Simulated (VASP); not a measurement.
# Li3OF (Pm-3m) in VASP: a series of runs

The runs below take Li3OF through single point, with r2SCAN.

All numbers are computed with VASP 6.6.1; they aren't measurements. Logs are shortened: lines on timing, memory, paths and dates and some standing lists are left out, and cuts for length are marked.

**1. The cell of the first run**

Symmetry: Pm-3m, No. 221, cubic system. Conventional cell: a = 3.714 Å, b = 3.714 Å, c = 3.714 Å, α = 90.00°, β = 90.00°, γ = 90.00°. F (site symmetry m-3m) has 12 Li at 2.63 Å and 8 O at 3.22 Å within 3.5 Å. Within 2.5 Å of O (site symmetry m-3m) lie 6 Li at 1.86 Å. Within 2.5 Å of Li (site symmetry 4/mmm) lie 2 O at 1.86 Å.

**2. Single point, r2SCAN (volume changed by +6%)**

Contents of POSCAR:

```
Li3OF
1.0
    3.7135589448      0.0000000000      0.0000000000
    0.0000000000      3.7135589448      0.0000000000
    0.0000000000      0.0000000000      3.7135589448
F O Li
1 1 3
Direct
    0.0000000000      0.0000000000      0.0000000000
    0.5000000000      0.5000000000      0.5000000000
    0.5000000000      0.5000000000      0.0000000000
    0.5000000000      0.0000000000      0.5000000000
    0.0000000000      0.5000000000      0.5000000000
```

Contents of INCAR.step1:

```
SYSTEM = Li3OF
  PREC = Accurate
  ENCUT = 520
  ISMEAR = 0
  SIGMA = 0.01
  LREAL = .FALSE.
  LASPH = .TRUE.
  NELM = 100
  NBANDS = 19
  GGA = PE
  ALGO = Normal
  EDIFF = 1E-4
  LWAVE = .TRUE.
  LCHARG = .FALSE.
```

Contents of INCAR.step2:

```
SYSTEM = Li3OF
  PREC = Accurate
  ENCUT = 520
  EDIFF = 1E-6
  ISMEAR = 0
  SIGMA = 0.01
  LREAL = .FALSE.
  LASPH = .TRUE.
  NELM = 100
  ALGO = Normal
  ISIF = 2
  LWAVE = .FALSE.
  LCHARG = .FALSE.
  METAGGA = R2SCAN
  LMIXTAU = .TRUE.
  NBANDS = 19
  ISTART = 1
```

Contents of KPOINTS:

```
Automatic mesh
0
G
  6 6 6
  0 0 0
```

Potentials or basis: VASP PAW PBE potentials, release 64 (F, O, Li_sv).

The run is started by

```bash
$ cat potpaw_PBE.64/F/POTCAR potpaw_PBE.64/O/POTCAR potpaw_PBE.64/Li_sv/POTCAR > POTCAR
$ cp INCAR.step1 INCAR
$ mpirun -np 1 vasp_std > vasp.out
$ cp INCAR.step2 INCAR
$ mpirun -np 1 vasp_std > vasp.out
```

OUTCAR:

```text
SYSTEM = Li3OF
   PREC = Accurate
   ENCUT = 520
   EDIFF = 1E-6
   ISMEAR = 0
   LREAL = .FALSE.
   LASPH = .TRUE.
   NELM = 100
   ISIF = 2
   METAGGA = R2SCAN
   ISTART = 1

 ion  position               nearest neighbor table
   1  0.000  0.000  0.000-
   2  0.500  0.500  0.500-   3 1.86   4 1.86   5 1.86   3 1.86   4 1.86   5 1.86
   3  0.500  0.500  0.000-   2 1.86   2 1.86
   4  0.500  0.000  0.500-   2 1.86   2 1.86
   5  0.000  0.500  0.500-   2 1.86   2 1.86

  LATTYP: Found a simple cubic cell.
 ALAT       =     3.7135589448

  Lattice vectors:

 A1 = (   3.7135589448,   0.0000000000,   0.0000000000)
 A2 = (   0.0000000000,   3.7135589448,   0.0000000000)
 A3 = (   0.0000000000,   0.0000000000,   3.7135589448)

Analysis of symmetry for initial positions (statically):
=====================================================================
 Subroutine PRICEL returns:
 Original cell was already a primitive cell.

 Routine SETGRP: Setting up the symmetry group for a
 simple cubic supercell.

 Subroutine GETGRP returns: Found 48 space group operations
 (whereof 48 operations were pure point group operations)
 out of a pool of 48 trial point group operations.

The static configuration has the point symmetry O_h .

Analysis of symmetry for dynamics (positions and initial velocities):
=====================================================================
 Subroutine PRICEL returns:
 Original cell was already a primitive cell.

 Routine SETGRP: Setting up the symmetry group for a
 simple cubic supercell.

 Subroutine GETGRP returns: Found 48 space group operations
 (whereof 48 operations were pure point group operations)
 out of a pool of 48 trial point group operations.

The dynamic configuration has the point symmetry O_h .

 Subroutine INISYM returns: Found 48 space group operations
 (whereof 48 operations are pure point group operations),
 and found     1 'primitive' translations

----------------------------------------------------------------------------------------

                                     Primitive cell

  volume of cell :      51.2119

  direct lattice vectors                    reciprocal lattice vectors
     3.713558945  0.000000000  0.000000000     0.269283460  0.000000000  0.000000000
     0.000000000  3.713558945  0.000000000     0.000000000  0.269283460  0.000000000
     0.000000000  0.000000000  3.713558945     0.000000000  0.000000000  0.269283460

  length of vectors
     3.713558945  3.713558945  3.713558945     0.269283460  0.269283460  0.269283460

  position of ions in fractional coordinates (direct lattice)
     0.000000000  0.000000000  0.000000000
     0.500000000  0.500000000  0.500000000
     0.500000000  0.500000000  0.000000000
     0.500000000  0.000000000  0.500000000
     0.000000000  0.500000000  0.500000000

  ion indices of the primitive-cell ions
   primitive index   ion index
                 1           1
                 2           2
                 3           3
                 4           4
                 5           5

----------------------------------------------------------------------------------------

 KPOINTS: Automatic mesh

Automatic generation of k-mesh.
 Grid dimensions read from file:
 generate k-points for:    6    6    6

 Generating k-lattice:

  Cartesian coordinates                     Fractional coordinates (reciprocal lattice)
     0.044880577  0.000000000  0.000000000     0.166666667  0.000000000  0.000000000
     0.000000000  0.044880577  0.000000000     0.000000000  0.166666667  0.000000000
     0.000000000  0.000000000  0.044880577     0.000000000  0.000000000  0.166666667

  Length of vectors
     0.044880577  0.044880577  0.044880577

  Shift w.r.t. Gamma in fractional coordinates (k-lattice)
     0.000000000  0.000000000  0.000000000

 Subroutine IBZKPT returns following result:
 ===========================================

 Found     20 irreducible k-points:

 Following reciprocal coordinates:
            Coordinates               Weight
  0.000000  0.000000  0.000000      1.000000
  0.166667  0.000000  0.000000      6.000000
  0.333333  0.000000  0.000000      6.000000
  0.500000  0.000000  0.000000      3.000000
  0.166667  0.166667  0.000000     12.000000
  0.333333  0.166667  0.000000     24.000000
[... 12 lines left out ...]
  0.500000  0.500000  0.333333      6.000000
  0.500000  0.500000  0.500000      1.000000
   k-points           NKPTS =     20   k-points in BZ     NKDIM =     20   number of bands    NBANDS=     19
   number of dos      NEDOS =    301   number of ions     NIONS =      5
   total plane-waves  NPLWV =  21952
   dimension x,y,z NGX =    28 NGY =   28 NGZ =   28
   dimension x,y,z NGXF=    56 NGYF=   56 NGZF=   56
   ions per type =               1   1   3
   NGX,Y,Z   is equivalent  to a cutoff of  12.53, 12.53, 12.53 a.u.
   NGXF,Y,Z  is equivalent  to a cutoff of  25.07, 25.07, 25.07 a.u.
 SYSTEM =  Li3OF
   PREC   = accura    normal or accurate (medium, high low for compatibility)
   ISTART =      1    job   : 0-new  1-cont  2-samecut
   ICHARG =      0    charge: 1-file 2-atom 10-const
   ISPIN  =      1    spin polarized calculation?
   LNONCOLLINEAR =      F non collinear calculations
   LSORBIT =      F    spin-orbit coupling
   LASPH  =      T    aspherical Exc in radial PAW
   ENCUT  =  520.0 eV  38.22 Ry    6.18 a.u.   6.90  6.90  6.90*2*pi/ulx,y,z
   NELM   =    100;   NELMIN=  2; NELMDL=  0     # of ELM steps
   EDIFF  = 0.1E-05   stopping-criterion for ELM
   LREAL  =      F    real-space projection
   EDIFFG = 0.1E-04   stopping-criterion for IOM
   NSW    =      0    number of steps for IOM
   IBRION =     -1    ionic relax: 0-MD 1-quasi-New 2-CG
   NFREE  =      0    steps in history (QN), initial steepest desc. (CG)
   ISIF   =      2    stress and relaxation
   ISYM   =      2    0-nonsym 1-usesym 2-fastsym
   POTIM  = 0.5000    time-step for ionic-motion
   TEBEG  =    0.0;   TEEND  =   0.0 temperature during run
   PSTRESS=    0.0 pullay stress
   NELECT =      22.0000    total number of electrons
   NUPDOWN=      -1.0000    fix difference up-down
   EMIN   =  10.00;   EMAX   =-10.00  energy-range for DOS
   EFERMI =   0.00;   METHOD = LEGACY
   ISMEAR =     0;   SIGMA  =   0.01  broadening in eV -4-tet -1-fermi 0-gaus
   EFERMI_NEDOS =   21; number of points for ismear=-14 and -15
   IALGO  =     38    algorithm
   IMIX   =      4    mixing-type and parameters
     AMIX     =   0.40;   BMIX     =  1.00
     AMIX_MAG =   1.60;   BMIX_MAG =  1.00
  volume/ion in A,a.u.               =      10.24        69.12
  Fermi-wavevector in a.u.,A,eV,Ry     =   1.235261  2.334305 20.760719  1.525870
  Thomas-Fermi vector in A             =   2.369918
   LORBIT       =      0    0 simple, 1 ext, 2 COOP (PROOUT), +10 PAW based schemes
   METAGGA = R2SCAN    functional components
   LHFCALC =     F    Hartree Fock is set to
   AEXX    =    0.0000 exact exchange contribution
   IVDW    =     0    specifies the selected vdW correction
   LEPSILON=     F    determine dielectric tensor
   LRPA    =     F    only Hartree local field effects (RPA)
 non-spin polarized calculation
 Gauss-broadening in eV      SIGMA  =   0.01
  energy-cutoff  :      520.00
  volume of cell :       51.21
 maximum number of plane-waves:      1409
 NGX is ok and might be reduce to    28
   NGX = 13   NGY = 13   NGZ = 13

 number of electron      21.9999949 magnetization

 Free energy of the ion-electron system (eV)
  ---------------------------------------------------
  ext. energy  EPLUGINS =         0.00000000
  ---------------------------------------------------
  free energy    TOTEN  =       -27.58054152 eV

  energy without entropy =      -27.58054152  energy(sigma->0) =      -27.58054152

 E-fermi :  -0.5592     XC(G=0):  -9.1856

 val. band max:       -0.7248046492   @ k =   0.5000   0.5000   0.0000
 cond. band min:       4.6136467757   @ k =   0.0000   0.0000   0.0000
 fundamental gap:      5.3384514249
 Fermi energy:        -0.5592492811

 k-point     1 :       0.0000    0.0000    0.0000
  band No.  band energies     occupation
      1     -44.8036      2.00000
      2     -44.6929      2.00000
      3     -44.6929      2.00000
      4     -22.4175      2.00000
      5     -16.2643      2.00000
      6      -3.1267      2.00000
[... 11 lines left out ...]
     18      16.0623      0.00000
     19      16.0623      0.00000

 k-point     2 :       0.1667    0.0000    0.0000
  band No.  band energies     occupation
      1     -44.7968      2.00000
      2     -44.6990      2.00000
      3     -44.6928      2.00000
      4     -22.4125      2.00000
      5     -16.2973      2.00000
      6      -3.1400      2.00000
[... 11 lines left out ...]
     18      14.5862      0.00000
     19      14.5863      0.00000

 k-point     3 :       0.3333    0.0000    0.0000
  band No.  band energies     occupation
      1     -44.7796      2.00000
      2     -44.7149      2.00000
      3     -44.6926      2.00000
      4     -22.4025      2.00000
      5     -16.3627      2.00000
      6      -3.1950      2.00000
[... 11 lines left out ...]
     18      13.3463      0.00000
     19      15.3820      0.00000

 k-point     4 :       0.5000    0.0000    0.0000
  band No.  band energies     occupation
      1     -44.7662      2.00000
      2     -44.7278      2.00000
      3     -44.6927      2.00000
      4     -22.3981      2.00000
      5     -16.3951      2.00000
      6      -3.2352      2.00000
[... 319 lines left out ...]
     18      16.1830      0.00000
     19      16.4216      0.00000

 k-point    19 :       0.5000    0.5000    0.3333
  band No.  band energies     occupation
      1     -44.7271      2.00000
      2     -44.7267      2.00000
      3     -44.7267      2.00000
      4     -22.3595      2.00000
      5     -16.5944      2.00000
      6      -3.3739      2.00000
[... 11 lines left out ...]
     18      15.5077      0.00000
     19      15.6591      0.00000

 k-point    20 :       0.5000    0.5000    0.5000
  band No.  band energies     occupation
      1     -44.7265      2.00000
      2     -44.7265      2.00000
      3     -44.7265      2.00000
      4     -22.3535      2.00000
      5     -16.6229      2.00000
      6      -3.3009      2.00000
[... 11 lines left out ...]
     18      13.6884      0.00000
     19      14.7881      0.00000

------------------------ aborting loop because EDIFF is reached ----------------------------------------

  FORCE on cell =-STRESS in cart. coord.  units (eV):
  Direction    XX          YY          ZZ          XY          YZ          ZX
  --------------------------------------------------------------------------------------
  -------------------------------------------------------------------------------------
  Total       -1.1999645     -1.1999645     -1.1999645     -0.0000000      0.0000000      0.0000000
  in kB      -37.5411896    -37.5411896    -37.5411896     -0.0000000      0.0000000      0.0000000
  external PRESSURE =     -37.5411896 kB  Pullay stress =       0.0000000 kB

 VOLUME and BASIS-vectors are now :
 -----------------------------------------------------------------------------
  energy-cutoff  :      520.00
  volume of cell :       51.21
      direct lattice vectors                 reciprocal lattice vectors
     3.713558945  0.000000000  0.000000000     0.269283460  0.000000000  0.000000000
     0.000000000  3.713558945  0.000000000     0.000000000  0.269283460  0.000000000
     0.000000000  0.000000000  3.713558945     0.000000000  0.000000000  0.269283460

 POSITION                                       TOTAL-FORCE (eV/Angst)
 -----------------------------------------------------------------------------------
      0.00000      0.00000      0.00000         0.000000      0.000000      0.000000
      1.85678      1.85678      1.85678         0.000000      0.000000      0.000000
      1.85678      1.85678      0.00000         0.000000      0.000000      0.000000
      1.85678      0.00000      1.85678         0.000000      0.000000      0.000000
      0.00000      1.85678      1.85678         0.000000      0.000000      0.000000
 -----------------------------------------------------------------------------------
    total drift:                                0.000000      0.000000      0.000000

  FREE ENERGIE OF THE ION-ELECTRON SYSTEM (eV)
  ---------------------------------------------------
  free  energy   TOTEN  =       -27.5805415223 eV

  energy  without entropy=      -27.5805415223  energy(sigma->0) =      -27.58054152
```

Wall time 52 s (1 thread of AMD EPYC 9R14 (Zen 4), shared host); peak memory 0.13 GiB.

Results:

```
Free energy            : -27.5805 eV
Band gap on the k mesh : 5.34 eV, indirect (least direct gap 5.97 eV)
```

Caveat: the cell differs from its parent crystal (volume changed by +6%); the cutoff is under 1.25 times the usual one of these potentials, so pressure, stress and relaxed cells hold a basis-set (Pulay) error; the PAW data sets were made with another functional, which shifts forces and pressure a little. A k mesh can miss the band edges.

**3. Single point, r2SCAN**

This run uses another cell than the first one, of 9.66 Å³/atom, 0.943 times its volume.

POSCAR: that of step 2 with these lines changed.

```diff
@@ -2,5 +2,5 @@
 1.0
-    3.7135589448      0.0000000000      0.0000000000
-    0.0000000000      3.7135589448      0.0000000000
-    0.0000000000      0.0000000000      3.7135589448
+    3.6421265633      0.0000000000      0.0000000000
+    0.0000000000      3.6421265633      0.0000000000
+    0.0000000000      0.0000000000      3.6421265633
 F O Li
```

Contents of INCAR.step1:

```
PREC = Accurate
ENCUT = 520
ISMEAR = 0
SIGMA = 0.01
LREAL = False
LASPH = True
NELM = 80
NBANDS = 19
GGA = PE
ALGO = Normal
EDIFF = 1E-4
LWAVE = True
LCHARG = False
```

Contents of INCAR.step2:

```
PREC = Accurate
ENCUT = 520
EDIFF = 1E-6
ISMEAR = 0
SIGMA = 0.01
LREAL = False
LASPH = True
NELM = 80
ALGO = Normal
ISIF = 2
LWAVE = False
LCHARG = False
METAGGA = R2SCAN
LMIXTAU = True
NBANDS = 19
ISTART = 1
```

Contents of KPOINTS:

```
Automatic mesh
0
Gamma
  8 8 8
```

Potentials or basis: VASP PAW PBE potentials, release 64 (F, O, Li_sv).

The run is started by

```bash
$ cat potpaw_PBE.64/F/POTCAR potpaw_PBE.64/O/POTCAR potpaw_PBE.64/Li_sv/POTCAR > POTCAR
$ cp INCAR.step1 INCAR
$ mpirun -np 1 vasp_std > vasp.out
$ cp INCAR.step2 INCAR
$ mpirun -np 1 vasp_std > vasp.out
```

Wall time 88 s (1 thread of AMD EPYC 9R14 (Zen 4), shared host); peak memory 0.15 GiB.

It converged, with:

```
Free energy            : -27.6048 eV
Band gap on the k mesh : 5.61 eV, indirect (least direct gap 6.32 eV)
```

Levels at points of the mesh, in eV from the valence-band top:
| k point | band 9 | band 10 | band 11 | band 12 | band 13 | band 14 |
| --- | --- | --- | --- | --- | --- | --- |
| (0.00, 0.00, 0.00) | -0.70 | -0.70 | -0.70 | 5.61 | 12.32 | 12.32 |
| (0.50, 0.00, 0.00) | -0.98 | -0.98 | -0.90 | 7.84 | 9.71 | 11.24 |
| (0.50, 0.50, 0.00) | -0.79 | 0.00 | 0.00 | 6.37 | 10.67 | 10.67 |
| (0.50, 0.50, 0.50) | -0.28 | -0.28 | -0.28 | 8.45 | 8.45 | 8.45 |

Caveat: the cutoff is under 1.25 times the usual one of these potentials, so pressure, stress and relaxed cells hold a basis-set (Pulay) error; the PAW data sets were made with another functional, which shifts forces and pressure a little. A k mesh can miss the band edges.
